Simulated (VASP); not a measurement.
Runs of VASP 6.6.1 on ZnAg. The structure is that of space group Pm-3m (No. 221), or close to it. The cells are those of the table. 

```tsv
task	cell	gap on the mesh (eV)	pressure (GPa)
single point	a = 3.012 Å, 2 atoms	none	(a)
relaxation of cell and atoms	relaxed to 30 GPa from a = 3.156 Å, 2 atoms	none	30.0
relaxation of cell and atoms	relaxed to 10 GPa from a = 3.156 Å, 2 atoms	none	10.0
single point	a = 2.893 Å, 2 atoms	none	41.1
relaxation of cell and atoms	relaxed from a = 3.156 Å, 2 atoms	none	0.0
```

Alike in all rows: level LDA; potentials or basis VASP PAW LDA potentials, release 64 (Zn, Ag); no spin polarisation; k mesh 10 × 10 × 10; cutoff (eV) 500; smearing fermi-dirac 0.1 eV.

Fill in the values left out.

(a) 10.7.

Caveats: the cell stands under pressure (at least some runs); the cell is relaxed towards a set pressure, so the run minimises the enthalpy, not the energy (at least some runs).

A k mesh can miss the band edges, and the runs leave out spin-orbit coupling on Ag.

A gap of «none» marks levels without a gap at the run's occupations.
